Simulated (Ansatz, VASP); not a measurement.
## One calculation of SnBiF3, two programs

Contents of INCAR:

```
PREC     = Accurate       # precision mode
ENCUT    = 600            # plane-wave cutoff, eV
EDIFF    = 1E-6           # SCF threshold, eV
ISMEAR   = 0              # smearing method
SIGMA    = 0.1            # smearing width, eV
LREAL    = F              # projectors in reciprocal space
LASPH    = T              # aspherical terms in the spheres
NELM     = 100            # most SCF steps
ALGO     = Normal         # electronic algorithm
ISIF     = 3              # what is computed and relaxed
LWAVE    = F              # write WAVECAR
LCHARG   = F              # write CHGCAR
GGA      = PE             # functional
IBRION   = 2              # ionic algorithm
NSW      = 100            # ionic steps
EDIFFG   = -0.01          # ionic threshold
```

File KPOINTS:

```
Automatic mesh
0
Gamma
  8 8 8
```

File POSCAR:

```
SnBiF3
1.0
    4.6775279084      0.0000000000      0.0000000000
    0.0000000000      4.6775279084      0.0000000000
    0.0000000000      0.0000000000      4.6775279084
Sn Bi F
1 1 3
Direct
    0.0000000000      0.0000000000      0.0000000000
    0.5000000000      0.5000000000      0.5000000000
    0.5000000000      0.0000000000      0.0000000000
    0.0000000000      0.5000000000      0.0000000000
    0.0000000000      0.0000000000      0.5000000000
```

Input for Ansatz:

```yaml
crystal:
  lattice:
    - [4.6775279084, 0.0, 0.0]
    - [0.0, 4.6775279084, 0.0]
    - [0.0, 0.0, 4.6775279084]
  atoms:
    - { symbol: Sn, position: [0.0, 0.0, 0.0] }
    - { symbol: Bi, position: [0.5, 0.5, 0.5] }
    - { symbol: F, position: [0.5, 0.0, 0.0] }
    - { symbol: F, position: [0.0, 0.5, 0.0] }
    - { symbol: F, position: [0.0, 0.0, 0.5] }
basis:
  ecutwfc: 420
kpoints:
  mp_grid: { grid: [8, 8, 8] }
hamiltonian:
  xc: pbe
scf:
  occupations: { method: gaussian, width: 0.1 }
output:
  forces: true
  stress: true
  eigenvalues: true
  write_density: true
  write_potential: true
  elf: true
  volumetric_format: npy
relax:
  adjacent_minimum: "off"
  f_tol: 0.01
  max_steps: 80
  cell: { stress_tol: 0.05 }
```

Alike in both runs: task relaxation of cell and atoms; functional PBE; k mesh 8 × 8 × 8; occupations gaussian, width 0.1 eV; no spin polarisation.

```csv
,VASP,Ansatz
version,VASP 6.6.1,Ansatz 0.2.0
potentials or method,"VASP PAW PBE potentials, release 64 (Sn_d, Bi_d, F), cutoff 600 eV","scalar-relativistic, plane waves, PAW"
valence electrons in the cell,50,50
```

|  | VASP | Ansatz | Ansatz less VASP |
| --- | --- | --- | --- |
| gap on the k mesh at the Fermi level, each at its own relaxed structure (eV) | none | none | - |
| relaxed volume (Å³/atom) | 20.27 | 20.35 | +0.080 |
| relaxed cell length with the largest relative difference (Å) | 4.662 | 4.669 | +0.0062 |

A gap of «none» marks a metal or a gap that the smearing closes.

Spin-orbit coupling is off throughout.
